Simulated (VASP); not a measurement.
Crystal: B.

```
B
1.0
     1.63051   -2.76341    0.00000
     1.63051    2.76341    0.00000
     0.00000    0.00000    3.26535
B
4
Direct
  0.15250 0.84750 0.07850
  0.65250 0.34750 0.42150
  0.84750 0.15250 0.92150
  0.34750 0.65250 0.57850
```

- Program: VASP 6.6.1
- Task: relaxation of cell and atoms
- Functional: PBEsol
- Potentials or basis: VASP PAW PBE potentials, release 64 (B)
- Cutoff: 600 eV
- k mesh: 6 × 6 × 6
- Occupations: gaussian, width 0.1 eV
- Spin: no spin polarisation

At the start: pressure -28.6 GPa; volume 7.36 Å³/atom.

Problem. How do energy, volume and symmetry change on relaxing?

Solution. Over 8 steps the energy falls by 158.7 meV/atom and the volume is 6.32 Å³/atom (-14.1 %); space group Cmce (No. 64, to 0.05 Å).

Step by step:
| step | energy change (eV) | largest force (eV/Å) | pressure (GPa) | volume (Å³) |
| --- | --- | --- | --- | --- |
| 1 | 0.0000 | 0.8194 | -28.59 | 29.43 |
| 2 | -0.5460 | 0.3421 | 13.80 | 24.16 |
| 3 | -0.5739 | 0.3706 | 4.02 | 24.99 |
| 4 | -0.6251 | 0.3212 | 1.09 | 25.15 |
| 5 | -0.6260 | 0.3562 | 0.82 | 25.18 |
| 6 | -0.6311 | 0.1816 | -0.47 | 25.34 |
| 7 | -0.6340 | 0.0777 | -0.04 | 25.28 |
| 8 | -0.6349 | 0.0186 | 0.06 | 25.27 |

Final structure:
```
B
1.0
     1.46481   -2.65292    0.00000
     1.46481    2.65292    0.00000
     0.00000    0.00000    3.25156
B
4
Direct
  0.15653 0.84347 0.09051
  0.65653 0.34347 0.40949
  0.84347 0.15653 0.90949
  0.34347 0.65653 0.59051
```

Caveat: the k points lie up to 0.41 Å⁻¹ apart in the final cell; the PAW data sets were made with another functional, which shifts forces and pressure a little.
